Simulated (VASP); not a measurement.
# GeW (P1) in VASP: relaxation of cell and atoms with PBE

Aim: the relaxation of cell and atoms of GeW with PBE.

Everything below comes from runs of VASP 6.6.1. Logs are shortened: lines on timing, memory, paths and dates and some standing lists are left out, and cuts for length are marked.

### Step 1. The cell of the first run

The typed cell holds 4 atoms: a = 3.211 Å, b = 3.117 Å, c = 6.243 Å, α = 90.57°, β = 88.40°, γ = 88.77°.

### Step 2. Relaxation of cell and atoms, PBE

The input, INCAR:

```
SYSTEM = GeW
PREC = Accurate
ENCUT = 600
EDIFF = 1E-6
ISMEAR = 0
SIGMA = 0.2
LREAL = .FALSE.
LASPH = .TRUE.
NELM = 60
ALGO = Normal
ISIF = 3
LWAVE = .FALSE.
LCHARG = .FALSE.
GGA = PE
IBRION = 2
NSW = 80
EDIFFG = -0.025
```

The input, KPOINTS:

```
regular mesh
0
G
  8 8 4
  0 0 0
```

The input, POSCAR:

```
GeW
1.0
    0.0441562780      3.2101985595      0.0341172795
   -0.0156744984      0.0341530101      3.1164413739
    6.2425877058      0.0883125561     -0.0313161997
Ge W
2 2
Direct
    0.9802997350     -0.0281642561      0.5204329936
    0.0093613803      0.0025018077      0.0020771616
    0.5063430020      0.5098463426      0.2242020584
    0.5039958826      0.5158161057      0.7532877863
```

Potentials or basis: VASP PAW PBE potentials, release 64 (Ge_d, W_sv).

Run with:

```console
$ cat potpaw_PBE.64/Ge_d/POTCAR potpaw_PBE.64/W_sv/POTCAR > POTCAR
$ mpirun -np 1 vasp_std > vasp.out
```

OUTCAR:

```text
SYSTEM = GeW
   PREC = Accurate
   ENCUT = 600
   EDIFF = 1E-6
   ISMEAR = 0
   LREAL = .FALSE.
   LASPH = .TRUE.
   NELM = 60
   ISIF = 3
   GGA = PE
   IBRION = 2
   NSW = 80
   EDIFFG = -0.025

 ion  position               nearest neighbor table
   1  0.980  0.972  0.520-   4 2.55   4 2.65   4 2.65   3 2.83   3 2.83   4 2.83   3 2.94   3 3.02

   2  0.009  0.003  0.002-   3 2.60   3 2.62   3 2.63   4 2.64   3 2.68   4 2.74   4 2.75   4 2.77

   3  0.506  0.510  0.224-   2 2.60   2 2.62   2 2.63   2 2.68   1 2.83   1 2.83   4 2.94   1 2.94
                             1 3.02   4 3.30
   4  0.504  0.516  0.753-   1 2.55   2 2.64   1 2.65   1 2.65   2 2.74   2 2.75   2 2.77   1 2.83
                             3 2.94   3 3.30

  LATTYP: Found a triclinic cell.
 ALAT       =     3.2106835031
 B/A-ratio  =     2.2112209113
 C/A-ratio  =     0.9707178929
 COS(alpha) =     0.0010323158
 COS(beta)  =     0.0215127596
 COS(gamma) =     0.4767221954

  Lattice vectors:

 A1 = (  -0.0441562780,  -3.2101985595,  -0.0341172795)
 A2 = (  -6.2867439838,  -3.2985111156,  -0.0028010798)
 A3 = (   0.0156744984,  -0.0341530101,  -3.1164413739)

Analysis of symmetry for initial positions (statically):
=====================================================================
 Subroutine PRICEL returns:
 Original cell was already a primitive cell.

 Routine SETGRP: Setting up the symmetry group for a
 triclinic supercell.

 Subroutine GETGRP returns: Found  1 space group operations
 (whereof  1 operations were pure point group operations)
 out of a pool of  2 trial point group operations.

The static configuration has the point symmetry C_1 .

Analysis of symmetry for dynamics (positions and initial velocities):
=====================================================================
 Subroutine PRICEL returns:
 Original cell was already a primitive cell.

 Routine SETGRP: Setting up the symmetry group for a
 triclinic supercell.

 Subroutine GETGRP returns: Found  1 space group operations
 (whereof  1 operations were pure point group operations)
 out of a pool of  2 trial point group operations.

The dynamic configuration has the point symmetry C_1 .

 Subroutine INISYM returns: Found  1 space group operations
 (whereof  1 operations are pure point group operations),
 and found     1 'primitive' translations

----------------------------------------------------------------------------------------

                                     Primitive cell

  volume of cell :      62.4322

  direct lattice vectors                    reciprocal lattice vectors
     0.044156278  3.210198560  0.034117280    -0.004425446  0.311604612 -0.003437126
    -0.015674498  0.034153010  3.116441374     0.001658506 -0.003433530  0.320924780
     6.242587706  0.088312556 -0.031316200     0.160225447 -0.002212723  0.000830121

  length of vectors
     3.210683503  3.116667925  6.243290885     0.311654990  0.320947432  0.160242876

  position of ions in fractional coordinates (direct lattice)
     0.980299735  0.971835744  0.520432994
     0.009361380  0.002501808  0.002077162
     0.506343002  0.509846343  0.224202058
     0.503995883  0.515816106  0.753287786

  ion indices of the primitive-cell ions
   primitive index   ion index
                 1           1
                 2           2
                 3           3
                 4           4

----------------------------------------------------------------------------------------

 KPOINTS: regular mesh

Automatic generation of k-mesh.
 Grid dimensions read from file:
 generate k-points for:    8    8    4

 Generating k-lattice:

  Cartesian coordinates                     Fractional coordinates (reciprocal lattice)
    -0.000553181  0.038950577 -0.000429641     0.125000000 -0.000000000 -0.000000000
     0.000207313 -0.000429191  0.040115597     0.000000000  0.125000000  0.000000000
     0.040056362 -0.000553181  0.000207530     0.000000000 -0.000000000  0.250000000

  Length of vectors
     0.038956874  0.040118429  0.040060719

  Shift w.r.t. Gamma in fractional coordinates (k-lattice)
     0.000000000  0.000000000  0.000000000

 Subroutine IBZKPT returns following result:
 ===========================================

 Found    132 irreducible k-points:

 Following reciprocal coordinates:
            Coordinates               Weight
  0.000000  0.000000  0.000000      1.000000
  0.125000  0.000000 -0.000000      2.000000
  0.250000  0.000000 -0.000000      2.000000
  0.375000  0.000000 -0.000000      2.000000
  0.500000  0.000000 -0.000000      1.000000
 -0.000000  0.125000  0.000000      2.000000
[... 16 lines left out ...]
  0.125000  0.375000  0.000000      2.000000
  0.250000  0.375000 -0.000000      2.000000
 [... further k-points ...]
   k-points           NKPTS =    132   k-points in BZ     NKDIM =    132   number of bands    NBANDS=     33
   number of dos      NEDOS =    301   number of ions     NIONS =      4
   total plane-waves  NPLWV =  39200
   dimension x,y,z NGX =    28 NGY =   28 NGZ =   50
   dimension x,y,z NGXF=    56 NGYF=   56 NGZF=  100
   ions per type =               2   2
   NGX,Y,Z   is equivalent  to a cutoff of  14.50, 14.94, 13.31 a.u.
   NGXF,Y,Z  is equivalent  to a cutoff of  29.00, 29.87, 26.63 a.u.
 SYSTEM =  GeW
   PREC   = accura    normal or accurate (medium, high low for compatibility)
   ISTART =      0    job   : 0-new  1-cont  2-samecut
   ICHARG =      2    charge: 1-file 2-atom 10-const
   ISPIN  =      1    spin polarized calculation?
   LNONCOLLINEAR =      F non collinear calculations
   LSORBIT =      F    spin-orbit coupling
   LASPH  =      T    aspherical Exc in radial PAW
   ENCUT  =  600.0 eV  44.10 Ry    6.64 a.u.   6.41  6.22 12.47*2*pi/ulx,y,z
   NELM   =     60;   NELMIN=  2; NELMDL= -5     # of ELM steps
   EDIFF  = 0.1E-05   stopping-criterion for ELM
   LREAL  =      F    real-space projection
   EDIFFG = -.3E-01   stopping-criterion for IOM
   NSW    =     80    number of steps for IOM
   IBRION =      2    ionic relax: 0-MD 1-quasi-New 2-CG
   NFREE  =      1    steps in history (QN), initial steepest desc. (CG)
   ISIF   =      3    stress and relaxation
   ISYM   =      2    0-nonsym 1-usesym 2-fastsym
   POTIM  = 0.5000    time-step for ionic-motion
   TEBEG  =    0.0;   TEEND  =   0.0 temperature during run
   PSTRESS=    0.0 pullay stress
   NELECT =      56.0000    total number of electrons
   NUPDOWN=      -1.0000    fix difference up-down
   EMIN   =  10.00;   EMAX   =-10.00  energy-range for DOS
   EFERMI =   0.00;   METHOD = LEGACY
   ISMEAR =     0;   SIGMA  =   0.20  broadening in eV -4-tet -1-fermi 0-gaus
   EFERMI_NEDOS =   21; number of points for ismear=-14 and -15
   IALGO  =     38    algorithm
   IMIX   =      4    mixing-type and parameters
     AMIX     =   0.40;   BMIX     =  1.00
     AMIX_MAG =   1.60;   BMIX_MAG =  1.00
  volume/ion in A,a.u.               =      15.61       105.33
  Fermi-wavevector in a.u.,A,eV,Ry     =   1.578827  2.983551 33.915176  2.492695
  Thomas-Fermi vector in A             =   2.679299
   LORBIT       =      0    0 simple, 1 ext, 2 COOP (PROOUT), +10 PAW based schemes
   GGA     = PE    functional components
   LHFCALC =     F    Hartree Fock is set to
   AEXX    =    0.0000 exact exchange contribution
   IVDW    =     0    specifies the selected vdW correction
   LEPSILON=     F    determine dielectric tensor
   LRPA    =     F    only Hartree local field effects (RPA)
 conjugate gradient relaxation of ions
 non-spin polarized calculation
 Gauss-broadening in eV      SIGMA  =   0.20
  energy-cutoff  :      600.00
  volume of cell :       62.43
 maximum number of plane-waves:      2102
 NGX is ok and might be reduce to    28
   NGX = 13   NGY = 13   NGZ = 25

--------------------------------------- Ionic step        1  -------------------------------------------

 number of electron      55.9999996 magnetization

 Free energy of the ion-electron system (eV)
  ---------------------------------------------------
  ext. energy  EPLUGINS =         0.00000000
  ---------------------------------------------------
  free energy    TOTEN  =       -33.02630337 eV

  energy without entropy =      -32.95835529  energy(sigma->0) =      -32.99232933

------------------------ aborting loop because EDIFF is reached ----------------------------------------

  FORCE on cell =-STRESS in cart. coord.  units (eV):
  Direction    XX          YY          ZZ          XY          YZ          ZX
  --------------------------------------------------------------------------------------
  -------------------------------------------------------------------------------------
  Total        0.6177610      0.1963559      1.1007174     -1.5174065     -0.3625839     -0.5151248
  in kB       15.8533961      5.0390151     28.2473443    -38.9406984     -9.3048711    -13.2194755
  external PRESSURE =      16.3799185 kB  Pullay stress =       0.0000000 kB
[... 61 lines left out ...]
  energy  without entropy=      -33.1247120111  energy(sigma->0) =      -33.16180263

--------------------------------------- Ionic step        3  -------------------------------------------

 number of electron      55.9999983 magnetization

 E-fermi :   9.7513     XC(G=0): -12.8855

 val. band max:        9.7452116588   @ k =   0.5000   0.0000   0.2500
 cond. band min:       9.7584293146   @ k =   0.2500  -0.2500   0.2500
 fundamental gap:      0.0132176558
 Fermi energy:         9.7512651797

 k-point     1 :       0.0000    0.0000    0.0000
  band No.  band energies     occupation
      1     -64.3751      2.00000
      2     -64.3167      2.00000
      3     -28.6978      2.00000
      4     -28.4991      2.00000
      5     -28.4678      2.00000
      6     -28.4492      2.00000
[... 853 lines left out ...]
     32      12.4187      0.00000
     33      13.3680      0.00000

 [... further k-points ...]

------------------------ aborting loop because EDIFF is reached ----------------------------------------

  FORCE on cell =-STRESS in cart. coord.  units (eV):
  Direction    XX          YY          ZZ          XY          YZ          ZX
  --------------------------------------------------------------------------------------
  -------------------------------------------------------------------------------------
  Total       -2.1062937     -2.6954305     -2.2302495      0.3233689     -0.2376120      0.4141439
  in kB      -52.6664406    -67.3974066    -55.7658718      8.0856202     -5.9413275     10.3553872
  external PRESSURE =     -58.6099063 kB  Pullay stress =       0.0000000 kB
[... 19 lines left out ...]
  FREE ENERGIE OF THE ION-ELECTRON SYSTEM (eV)
  ---------------------------------------------------
  free  energy   TOTEN  =       -33.2023097633 eV

  energy  without entropy=      -33.1267846617  energy(sigma->0) =      -33.16454721

[... ionic steps 4 to 21 ...]

--------------------------------------- Ionic step       22  -------------------------------------------

 number of electron      55.9999966 magnetization

------------------------ aborting loop because EDIFF is reached ----------------------------------------

  FORCE on cell =-STRESS in cart. coord.  units (eV):
  Direction    XX          YY          ZZ          XY          YZ          ZX
  --------------------------------------------------------------------------------------
  -------------------------------------------------------------------------------------
  Total       -0.0386277      0.0031316      0.0053432      0.0034962      0.0236500     -0.0262021
  in kB       -1.0013329      0.0811790      0.1385110      0.0906313      0.6130715     -0.6792281
  external PRESSURE =      -0.2605476 kB  Pullay stress =       0.0000000 kB
[... 61 lines left out ...]
  energy  without entropy=      -33.2267372078  energy(sigma->0) =      -33.27183982

--------------------------------------- Ionic step       24  -------------------------------------------

 number of electron      55.9999967 magnetization

 Free energy of the ion-electron system (eV)
  ---------------------------------------------------
  ext. energy  EPLUGINS =         0.00000000
  ---------------------------------------------------
  free energy    TOTEN  =       -33.31705578 eV

  energy without entropy =      -33.22676854  energy(sigma->0) =      -33.27191216

 E-fermi :  10.2517     XC(G=0): -13.0925

 val. band max:       10.2508270937   @ k =   0.5000  -0.3750   0.2500
 cond. band min:      10.2521697809   @ k =   0.1250   0.3750   0.0000
 fundamental gap:      0.0013426872
 Fermi energy:        10.2517173588

 k-point     1 :       0.0000    0.0000    0.0000
  band No.  band energies     occupation
      1     -63.8152      2.00000
      2     -63.8051      2.00000
      3     -28.1885      2.00000
      4     -27.9289      2.00000
      5     -27.9287      2.00000
      6     -27.9282      2.00000
[... 853 lines left out ...]
     32      13.0278      0.00000
     33      13.9157      0.00000

 [... further k-points ...]

------------------------ aborting loop because EDIFF is reached ----------------------------------------

  FORCE on cell =-STRESS in cart. coord.  units (eV):
  Direction    XX          YY          ZZ          XY          YZ          ZX
  --------------------------------------------------------------------------------------
  -------------------------------------------------------------------------------------
  Total        0.0002001      0.0110446      0.0130847     -0.0044801     -0.0234649      0.0244345
  in kB        0.0051873      0.2863722      0.3392668     -0.1161621     -0.6084118      0.6335534
  external PRESSURE =       0.2102754 kB  Pullay stress =       0.0000000 kB
[... 19 lines left out ...]
  FREE ENERGIE OF THE ION-ELECTRON SYSTEM (eV)
  ---------------------------------------------------
  free  energy   TOTEN  =       -33.3170557797 eV

  energy  without entropy=      -33.2267685431  energy(sigma->0) =      -33.27191216

 reached required accuracy - stopping structural energy minimisation
```

It took 40 min on 1 thread of AMD EPYC 9R45 (Zen 5), shared host; peak memory 0.41 GiB.

Results:

```
Free energy                           : -33.3171 eV
Relaxed volume                        : 15.45 Å³/atom
Relaxed cell                          : a = 3.138 Å, b = 3.138 Å, c = 6.277 Å, α = 90.04°, β = 89.99°, γ = 89.96°
Space group after relaxing (to 0.1 Å) : Pm-3m (No. 221)
Energy gained by relaxing             : 72.7 meV/atom
Ionic steps                           : 24
Pressure after relaxing               : 0.0 GPa
Largest force after relaxing          : 0.017 eV/Å
Band gap on the k mesh                : zero (bands 28 and 29 overlap by 2.21 eV)
```

Forces in eV/Å, atoms in the order of the input:
```
Ge   0.013  0.002 -0.002
Ge   0.001  0.000  0.000
W   -0.015 -0.004 -0.007
W    0.000  0.003  0.009
```

Step by step:
| step | energy change (eV) | largest force (eV/Å) | pressure (GPa) | volume (Å³) |
| --- | --- | --- | --- | --- |
| 1 | 0.0000 | 1.5906 | 1.64 | 62.43 |
| 2 | -0.1726 | 0.6018 | -5.30 | 63.86 |
| 3 | -0.1760 | 0.5141 | -5.86 | 64.08 |
| 4 | -0.2303 | 0.3437 | 5.12 | 60.49 |
| 5 | -0.2477 | 0.3234 | 1.05 | 61.61 |
| 6 | -0.2755 | 0.2156 | 0.72 | 61.64 |
| 7 | -0.2850 | 0.2057 | 0.52 | 61.65 |
| 8 | -0.2850 | 0.2046 | 0.53 | 61.65 |
| 9 | -0.2877 | 0.1065 | -1.00 | 62.08 |
| 10 | -0.2877 | 0.1133 | -0.77 | 62.05 |
| 11 | -0.2897 | 0.0523 | -0.15 | 61.79 |
| 12 | -0.2897 | 0.0610 | 0.24 | 61.70 |
| 13 | -0.2898 | 0.0572 | 0.23 | 61.73 |
| 14 | -0.2898 | 0.0550 | 0.08 | 61.76 |
| 15 | -0.2898 | 0.0558 | 0.19 | 61.75 |
| 16 | -0.2900 | 0.0503 | -0.03 | 61.81 |
| 17 | -0.2901 | 0.0470 | -0.17 | 61.85 |
| 18 | -0.2903 | 0.0341 | -0.01 | 61.78 |
| 19 | -0.2904 | 0.0336 | 0.19 | 61.72 |
| 20 | -0.2905 | 0.0278 | 0.03 | 61.79 |
| 21 | -0.2905 | 0.0313 | -0.12 | 61.81 |
| 22 | -0.2905 | 0.0296 | -0.03 | 61.81 |
| 23 | -0.2906 | 0.0253 | -0.03 | 61.80 |
| 24 | -0.2908 | 0.0166 | 0.02 | 61.79 |

Final structure:
```
Ge W
1.0
    -0.00102    3.13774    0.00054
    -0.00126    0.00159    3.13752
     6.27665    0.00286   -0.00178
Ge W
2 2
Direct
  0.99995 0.00009 0.49982
  0.00003 0.99997 0.99999
  0.50073 0.50164 0.25027
  0.49930 0.49830 0.74992
```

Levels at points of the mesh, in eV from the Fermi level:
```csv
k point,band 24,band 25,band 26,band 27,band 28,band 29,band 30,band 31,band 32,band 33
"(0.00, 0.00, 0.00)",-2.52,-1.86,-1.85,1.53,1.54,1.54,1.77,2.21,2.22,2.22
"(0.50, 0.00, 0.00)",-3.34,-2.52,-1.86,-1.85,-0.24,-0.23,1.77,3.30,3.35,3.70
"(0.00, 0.50, 0.00)",-3.34,-2.52,-1.86,-1.85,-0.24,-0.23,1.77,3.30,3.35,3.70
"(0.50, 0.50, 0.00)",-3.69,-3.68,-3.34,-0.24,-0.24,3.35,3.50,3.50,3.55,3.56
"(0.00, 0.00, 0.50)",-2.94,-0.85,-0.84,-0.84,-0.83,1.10,1.13,1.65,1.66,5.48
"(0.50, 0.00, 0.50)",-2.88,-2.00,-1.99,-1.19,-1.18,0.61,0.62,3.22,3.22,5.16
"(0.00, 0.50, 0.50)",-2.88,-1.99,-1.99,-1.19,-1.18,0.61,0.62,3.22,3.22,5.16
"(0.50, 0.50, 0.50)",-4.96,-1.34,-1.33,-1.06,-1.05,1.63,1.64,1.64,1.65,3.42
```

Caveat: spin-orbit coupling is left out, which moves the levels of the heavy elements.
